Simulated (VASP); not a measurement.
# NaCl (Fm-3m) in VASP: notebook

NaCl is run at these levels: PBE; tasks: single point, relaxation of cell and atoms.

All numbers are computed with VASP 6.6.1; they aren't measurements. Logs are shortened: lines on timing, memory, paths and dates and some standing lists are left out, and cuts for length are marked.

## (1) The cell of the first run

Symmetry: Fm-3m, No. 225, cubic system. The conventional cell has a = 5.358 Å, b = 5.358 Å, c = 5.358 Å, α = 90.00°, β = 90.00°, γ = 90.00°. Within 3.5 Å of Na (site symmetry m-3m) lie 6 Cl at 2.68 Å. Within 3.5 Å of Cl (site symmetry m-3m) lie 6 Na at 2.68 Å.

## (2) Single point, PBE

INCAR reads:

```
SYSTEM = NaCl
  ALGO = Normal
  EDIFF = 1E-7
  ENCUT = 520
  GGA = PE
  ISIF = 2
  ISMEAR = 0
  LASPH = .TRUE.
  LCHARG = .TRUE.
  LELF = .TRUE.
  LREAL = .FALSE.
  LVHAR = .TRUE.
  LWAVE = .FALSE.
  NBANDS = 14
  NELM = 60
  PREC = Accurate
  SIGMA = 0.02
```

KPOINTS reads:

```
k-points
0
G
  8 8 8
  0 0 0
```

POSCAR reads:

```
NaCl
1.0
    0.0000000000      2.6787764695      2.6787764695
    2.6787764695      0.0000000000      2.6787764695
    2.6787764695      2.6787764695      0.0000000000
Na Cl
1 1
Direct
    0.0000000000      0.0000000000      0.0000000000
    0.5000000000      0.5000000000      0.5000000000
```

Potentials or basis: VASP PAW PBE potentials, release 64 (Na_pv, Cl).

Launch:

```console
$ cat potpaw_PBE.64/Na_pv/POTCAR potpaw_PBE.64/Cl/POTCAR > POTCAR
$ mpirun -np 1 vasp_std > vasp.out
```

OUTCAR:

```text
SYSTEM = NaCl
   EDIFF = 1E-7
   ENCUT = 520
   GGA = PE
   ISIF = 2
   ISMEAR = 0
   LASPH = .TRUE.
   LREAL = .FALSE.
   NELM = 60
   PREC = Accurate

 ion  position               nearest neighbor table
   1  0.000  0.000  0.000-   2 2.68   2 2.68   2 2.68   2 2.68   2 2.68   2 2.68
   2  0.500  0.500  0.500-   1 2.68   1 2.68   1 2.68   1 2.68   1 2.68   1 2.68

  LATTYP: Found a face centered cubic cell.
 ALAT       =     5.3575529390

  Lattice vectors:

 A1 = (   0.0000000000,   2.6787764695,   2.6787764695)
 A2 = (   2.6787764695,   0.0000000000,   2.6787764695)
 A3 = (   2.6787764695,   2.6787764695,   0.0000000000)

Analysis of symmetry for initial positions (statically):
=====================================================================
 Subroutine PRICEL returns:
 Original cell was already a primitive cell.

 Routine SETGRP: Setting up the symmetry group for a
 face centered cubic supercell.

 Subroutine GETGRP returns: Found 48 space group operations
 (whereof 48 operations were pure point group operations)
 out of a pool of 48 trial point group operations.

The static configuration has the point symmetry O_h .

Analysis of symmetry for dynamics (positions and initial velocities):
=====================================================================
 Subroutine PRICEL returns:
 Original cell was already a primitive cell.

 Routine SETGRP: Setting up the symmetry group for a
 face centered cubic supercell.

 Subroutine GETGRP returns: Found 48 space group operations
 (whereof 48 operations were pure point group operations)
 out of a pool of 48 trial point group operations.

The dynamic configuration has the point symmetry O_h .

 Subroutine INISYM returns: Found 48 space group operations
 (whereof 48 operations are pure point group operations),
 and found     1 'primitive' translations

----------------------------------------------------------------------------------------

                                     Primitive cell

  volume of cell :      38.4450

  direct lattice vectors                    reciprocal lattice vectors
     0.000000000  2.678776469  2.678776469    -0.186652379  0.186652379  0.186652379
     2.678776469  0.000000000  2.678776469     0.186652379 -0.186652379  0.186652379
     2.678776469  2.678776469  0.000000000     0.186652379  0.186652379 -0.186652379

  length of vectors
     3.788362014  3.788362014  3.788362014     0.323291403  0.323291403  0.323291403

  position of ions in fractional coordinates (direct lattice)
     0.000000000  0.000000000  0.000000000
     0.500000000  0.500000000  0.500000000

  ion indices of the primitive-cell ions
   primitive index   ion index
                 1           1
                 2           2

----------------------------------------------------------------------------------------

 KPOINTS: k-points

Automatic generation of k-mesh.
 Grid dimensions read from file:
 generate k-points for:    8    8    8

 Generating k-lattice:

  Cartesian coordinates                     Fractional coordinates (reciprocal lattice)
    -0.023331547  0.023331547  0.023331547     0.125000000  0.000000000  0.000000000
     0.023331547 -0.023331547  0.023331547     0.000000000  0.125000000  0.000000000
     0.023331547  0.023331547 -0.023331547     0.000000000  0.000000000  0.125000000

  Length of vectors
     0.040411425  0.040411425  0.040411425

  Shift w.r.t. Gamma in fractional coordinates (k-lattice)
     0.000000000  0.000000000  0.000000000

 Subroutine IBZKPT returns following result:
 ===========================================

 Found     29 irreducible k-points:

 Following reciprocal coordinates:
            Coordinates               Weight
  0.000000  0.000000  0.000000      1.000000
  0.125000  0.000000  0.000000      8.000000
  0.250000  0.000000  0.000000      8.000000
  0.375000  0.000000  0.000000      8.000000
  0.500000  0.000000  0.000000      4.000000
  0.125000  0.125000  0.000000      6.000000
[... 16 lines left out ...]
  0.500000  0.250000  0.125000     48.000000
 -0.375000  0.250000  0.125000     24.000000
 [... further k-points ...]
   k-points           NKPTS =     29   k-points in BZ     NKDIM =     29   number of bands    NBANDS=     14
   number of dos      NEDOS =    301   number of ions     NIONS =      2
   total plane-waves  NPLWV =  21952
   dimension x,y,z NGX =    28 NGY =   28 NGZ =   28
   dimension x,y,z NGXF=    56 NGYF=   56 NGZF=   56
   ions per type =               1   1
   NGX,Y,Z   is equivalent  to a cutoff of  12.29, 12.29, 12.29 a.u.
   NGXF,Y,Z  is equivalent  to a cutoff of  24.57, 24.57, 24.57 a.u.
 SYSTEM =  NaCl
   PREC   = accura    normal or accurate (medium, high low for compatibility)
   ISTART =      0    job   : 0-new  1-cont  2-samecut
   ICHARG =      2    charge: 1-file 2-atom 10-const
   ISPIN  =      1    spin polarized calculation?
   LNONCOLLINEAR =      F non collinear calculations
   LSORBIT =      F    spin-orbit coupling
   LASPH  =      T    aspherical Exc in radial PAW
   ENCUT  =  520.0 eV  38.22 Ry    6.18 a.u.   7.04  7.04  7.04*2*pi/ulx,y,z
   NELM   =     60;   NELMIN=  2; NELMDL= -5     # of ELM steps
   EDIFF  = 0.1E-06   stopping-criterion for ELM
   LREAL  =      F    real-space projection
   EDIFFG = 0.1E-05   stopping-criterion for IOM
   NSW    =      0    number of steps for IOM
   IBRION =     -1    ionic relax: 0-MD 1-quasi-New 2-CG
   NFREE  =      0    steps in history (QN), initial steepest desc. (CG)
   ISIF   =      2    stress and relaxation
   ISYM   =      2    0-nonsym 1-usesym 2-fastsym
   POTIM  = 0.5000    time-step for ionic-motion
   TEBEG  =    0.0;   TEEND  =   0.0 temperature during run
   PSTRESS=    0.0 pullay stress
   NELECT =      14.0000    total number of electrons
   NUPDOWN=      -1.0000    fix difference up-down
   EMIN   =  10.00;   EMAX   =-10.00  energy-range for DOS
   EFERMI =   0.00;   METHOD = LEGACY
   ISMEAR =     0;   SIGMA  =   0.02  broadening in eV -4-tet -1-fermi 0-gaus
   EFERMI_NEDOS =   21; number of points for ismear=-14 and -15
   IALGO  =     38    algorithm
   IMIX   =      4    mixing-type and parameters
     AMIX     =   0.40;   BMIX     =  1.00
     AMIX_MAG =   1.60;   BMIX_MAG =  1.00
  volume/ion in A,a.u.               =      19.22       129.72
  Fermi-wavevector in a.u.,A,eV,Ry     =   1.169062  2.209208 18.595177  1.366707
  Thomas-Fermi vector in A             =   2.305540
   LORBIT       =      0    0 simple, 1 ext, 2 COOP (PROOUT), +10 PAW based schemes
   GGA     = PE    functional components
   LHFCALC =     F    Hartree Fock is set to
   AEXX    =    0.0000 exact exchange contribution
   IVDW    =     0    specifies the selected vdW correction
   LEPSILON=     F    determine dielectric tensor
   LRPA    =     F    only Hartree local field effects (RPA)
 non-spin polarized calculation
 Gauss-broadening in eV      SIGMA  =   0.02
  energy-cutoff  :      520.00
  volume of cell :       38.44
 maximum number of plane-waves:      1056
   NGX = 15   NGY = 15   NGZ = 15

 number of electron      13.9999996 magnetization

 Free energy of the ion-electron system (eV)
  ---------------------------------------------------
  ext. energy  EPLUGINS =         0.00000000
  ---------------------------------------------------
  free energy    TOTEN  =        -6.64105478 eV

  energy without entropy =       -6.64105478  energy(sigma->0) =       -6.64105478

 E-fermi :   0.4677     XC(G=0):  -8.8460

 val. band max:        0.2629651544   @ k =   0.0000   0.0000   0.0000
 cond. band min:       6.0356317238   @ k =   0.0000   0.0000   0.0000
 fundamental gap:      5.7726665694
 Fermi energy:         0.4676801482

 k-point     1 :       0.0000    0.0000    0.0000
  band No.  band energies     occupation
      1     -20.3093      2.00000
      2     -20.3093      2.00000
      3     -20.3093      2.00000
      4     -12.8006      2.00000
      5       0.2630      2.00000
      6       0.2630      2.00000
      7       0.2630      2.00000
      8       6.0356      0.00000
      9      11.5004      0.00000
     10      11.5004      0.00000
     11      11.5004      0.00000
     12      13.8771      0.00000
     13      13.8771      0.00000
     14      15.7419      0.00000

 k-point     2 :       0.1250    0.0000    0.0000
  band No.  band energies     occupation
      1     -20.3183      2.00000
      2     -20.3098      2.00000
      3     -20.3098      2.00000
      4     -12.7279      2.00000
      5      -0.2016      2.00000
      6       0.2062      2.00000
      7       0.2062      2.00000
      8       6.5926      0.00000
      9      10.9832      0.00000
     10      11.7352      0.00000
     11      11.7352      0.00000
     12      13.6736      0.00000
     13      13.6736      0.00000
     14      16.8335      0.00000

 k-point     3 :       0.2500    0.0000    0.0000
  band No.  band energies     occupation
      1     -20.3399      2.00000
      2     -20.3111      2.00000
      3     -20.3111      2.00000
      4     -12.5456      2.00000
      5      -1.1195      2.00000
      6       0.0743      2.00000
      7       0.0743      2.00000
      8       7.5338      0.00000
      9      10.6667      0.00000
     10      11.9401      0.00000
     11      11.9401      0.00000
     12      13.9507      0.00000
     13      13.9507      0.00000
     14      17.1264      0.00000
[... 324 lines left out ...]
 k-point    23 :       0.5000    0.2500    0.1250
  band No.  band energies     occupation
      1     -20.3528      2.00000
      2     -20.3238      2.00000
      3     -20.3158      2.00000
      4     -12.2881      2.00000
      5      -1.6846      2.00000
      6      -0.6307      2.00000
      7      -0.2173      2.00000
      8       8.9788      0.00000
      9      10.3941      0.00000
     10      10.6238      0.00000
     11      12.7555      0.00000
     12      14.6474      0.00000
     13      17.4499      0.00000
     14      17.6844      0.00000

 k-point    24 :      -0.3750    0.2500    0.1250
  band No.  band energies     occupation
      1     -20.3571      2.00000
      2     -20.3247      2.00000
      3     -20.3173      2.00000
      4     -12.2276      2.00000
      5      -1.8376      2.00000
      6      -0.7326      2.00000
      7      -0.2849      2.00000
      8       8.9733      0.00000
      9      10.3548      0.00000
     10      11.2617      0.00000
     11      12.5515      0.00000
     12      15.4101      0.00000
     13      16.9420      0.00000
     14      17.8511      0.00000

 [... further k-points ...]
[... 5 lines left out ...]
  --------------------------------------------------------------------------------------
  -------------------------------------------------------------------------------------
  Total        1.5939743      1.5939743      1.5939743     -0.0000000      0.0000000      0.0000000
  in kB       66.4281968     66.4281968     66.4281968     -0.0000000      0.0000000      0.0000000
  external PRESSURE =      66.4281968 kB  Pullay stress =       0.0000000 kB

 VOLUME and BASIS-vectors are now :
 -----------------------------------------------------------------------------
  energy-cutoff  :      520.00
  volume of cell :       38.44
      direct lattice vectors                 reciprocal lattice vectors
     0.000000000  2.678776469  2.678776469    -0.186652379  0.186652379  0.186652379
     2.678776469  0.000000000  2.678776469     0.186652379 -0.186652379  0.186652379
     2.678776469  2.678776469  0.000000000     0.186652379  0.186652379 -0.186652379

 POSITION                                       TOTAL-FORCE (eV/Angst)
 -----------------------------------------------------------------------------------
      0.00000      0.00000      0.00000         0.000000     -0.000000      0.000000
      2.67878      2.67878      2.67878        -0.000000      0.000000     -0.000000
 -----------------------------------------------------------------------------------
    total drift:                                0.000000      0.000000      0.000000

  FREE ENERGIE OF THE ION-ELECTRON SYSTEM (eV)
  ---------------------------------------------------
  free  energy   TOTEN  =        -6.6410547839 eV

  energy  without entropy=       -6.6410547839  energy(sigma->0) =       -6.64105478
```

It took 11 s on 1 thread of Intel Xeon Platinum 8559C (Emerald Rapids), shared host; peak memory 0.15 GiB.

Results:

* Free energy: -6.6411 eV
* Pressure: 6.6 GPa
* Band gap on the k mesh: 5.77 eV, direct

## (3) Relaxation of cell and atoms, PBE, target pressure 12 GPa, at which the enthalpy is minimised

This run uses another cell than the first one, of 17.68 Å³/atom, 0.920 times its volume.

INCAR reads:

```
ALGO     = Normal         # electronic algorithm
EDIFF    = 1E-7           # SCF threshold, eV
EDIFFG   = -0.05          # ionic threshold
ENCUT    = 600            # plane-wave cutoff, eV
GGA      = PE             # functional
IBRION   = 2              # ionic algorithm
ISIF     = 3              # what is computed and relaxed
ISMEAR   = 0              # smearing method
LASPH    = True           # aspherical terms in the spheres
LCHARG   = False          # write CHGCAR
LREAL    = False          # projectors in reciprocal space
LWAVE    = False          # write WAVECAR
NELM     = 100            # most SCF steps
NSW      = 80             # ionic steps
PREC     = Accurate       # precision mode
PSTRESS  = 120.0        
SIGMA    = 0.1            # smearing width, eV
```

KPOINTS reads:

```
k-points
0
Gamma
  6 6 6
```

POSCAR reads:

```
NaCl
1.0
    0.0000000000      2.6050289807      2.6050289807
    2.6050289807      0.0000000000      2.6050289807
    2.6050289807      2.6050289807      0.0000000000
Na Cl
1 1
Direct
    0.0000000000      0.0000000000      0.0000000000
    0.5000000000      0.5000000000      0.5000000000
```

Potentials or basis: VASP PAW PBE potentials, release 64 (Na_pv, Cl).

Launch:

```console
$ cat potpaw_PBE.64/Na_pv/POTCAR potpaw_PBE.64/Cl/POTCAR > POTCAR
$ mpirun -np 1 vasp_std > vasp.out
```

Run time: 9.7 s. Hardware: 1 thread of Intel Xeon Platinum 8559C (Emerald Rapids), shared host; peak memory 0.15 GiB.

It converged, with:

```
Free energy             : -6.4660 eV
Pressure after relaxing : 11.8 GPa
Band gap on the k mesh  : 6.20 eV, direct
```

Final structure:
```xyz
2
Lattice="0.0000 2.6050 2.6050 2.6050 0.0000 2.6050 2.6050 2.6050 0.0000" Properties=species:S:1:pos:R:3 pbc="T T T"
Na    0.0000    0.0000    0.0000
Cl    2.6050    2.6050    2.6050
```

Levels at points of the mesh, in eV from the valence-band top:
| k point | band 4 | band 5 | band 6 | band 7 | band 8 | band 9 | band 10 | band 11 |
| --- | --- | --- | --- | --- | --- | --- | --- | --- |
| (0.00, 0.00, 0.00) | -13.34 | 0.00 | 0.00 | 0.00 | 6.20 | 11.26 | 11.26 | 11.26 |
| (0.50, 0.00, 0.00) | -12.66 | -2.77 | -0.43 | -0.43 | 7.65 | 11.50 | 11.50 | 12.72 |
| (0.50, 0.50, 0.00) | -12.62 | -2.38 | -0.86 | -0.86 | 7.73 | 8.21 | 13.17 | 16.10 |

Caveat: the relaxation stopped at its first step, so nothing moved; the cell is relaxed towards a set pressure, so the enthalpy falls and the energy may rise. PBE gaps usually lie below the measured ones, often by a third to a half.
